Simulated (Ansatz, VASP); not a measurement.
AgBr in VASP and in Ansatz

The input INCAR:

```
PREC = Accurate ; ENCUT = 500
EDIFF = 1E-6 ; ISMEAR = 0
SIGMA = 0.01 ; LREAL = F
LASPH = T ; NELM = 120
ALGO = Normal ; ISIF = 2
LWAVE = F ; LCHARG = F
GGA = PE ; NBANDS = 16
GGA_COMPAT = F
```

KPOINTS

```
regular mesh
0
Gamma
  3 3 3
```

File POSCAR:

```
AgBr
1.0
    0.0000000000      2.8701500000      2.8701500000
    2.8701500000      0.0000000000      2.8701500000
    2.8701500000      2.8701500000      0.0000000000
Ag Br
1 1
Direct
    0.0000000000      0.0000000000      0.0000000000
    0.5000000000      0.5000000000      0.5000000000
```

Input for Ansatz:

```yaml
crystal:
  lattice:
    - [0.0, 2.87015, 2.87015]
    - [2.87015, 0.0, 2.87015]
    - [2.87015, 2.87015, 0.0]
  atoms:
    - { symbol: Ag, position: [0.0, 0.0, 0.0] }
    - { symbol: Br, position: [0.5, 0.5, 0.5] }
kpoints:
  mp_grid:
    grid: [3, 3, 3]
    shift: [0.0, 0.0, 0.0]
hamiltonian:
  xc: pbe
scf:
  max_iter: 100
  occupations:
    method: fixed
output:
  forces: true
  stress: true
```

Alike in both runs: task single point; functional PBE; k mesh 3 × 3 × 3; no spin polarisation.

```csv
,VASP,Ansatz
version,VASP 6.6.1,Ansatz 0.2.0
potentials or method,"VASP PAW PBE potentials, release 64 (Ag, Br)","plane waves, PAW"
plane-wave cutoff (eV),500,420
occupations,"gaussian, width 0.01 eV",fixed
valence electrons in the cell,18,26
```

|  | VASP | Ansatz | Ansatz less VASP |
| --- | --- | --- | --- |
| pressure (GPa) | 3.1 | 3.2 | +0.04 |

VASP's potentials hold 18 valence electrons a cell and Ansatz's 26, so a difference there can come from the potentials and not from the codes.

The k mesh is coarse, so the values compare programs but aren't converged.
